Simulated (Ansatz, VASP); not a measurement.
## One calculation of Ta2N, two programs

```xyz
6
Lattice="4.9716 0.0000 0.0000 0.0000 5.4295 0.0000 0.0000 0.0000 2.9891" Properties=species:S:1:pos:R:3 pbc="T T T"
Ta    1.1753    1.8078    0.0000
Ta    3.7963    3.6216    0.0000
Ta    3.6611    0.9069    1.4945
Ta    1.3105    4.5225    1.4945
N     0.0000    0.0000    0.0000
N     2.4858    2.7147    1.4945
```

Alike in both runs: functional PBE; k mesh 4 × 4 × 6; occupations gaussian, width 0.1 eV; no spin polarisation.

Ansatz relaxed the structure, and its values are those at the end. VASP's run is a single point on that final structure, the one shown.

|  | VASP | Ansatz |
| --- | --- | --- |
| version | VASP 6.6.1 | Ansatz 0.2.0 |
| potentials or method | VASP PAW PBE potentials, release 64 (Ta_pv, N), cutoff 520 eV | scalar-relativistic, plane waves, PAW |
| valence electrons in the cell | 54 | 62 |

```tsv
	VASP	Ansatz	Ansatz less VASP
gap on the k mesh at the Fermi level (eV)	none	none	-
pressure (GPa)	0.3	-0.1	-0.43
rms of the force components (eV/Å)	0.003	0.004	+0.0007
```

A gap of «none» marks a metal or a gap that the smearing closes. VASP's potentials hold 54 valence electrons a cell and Ansatz's 62, so a difference there can come from the potentials and not from the codes.

Spin-orbit coupling is off throughout.
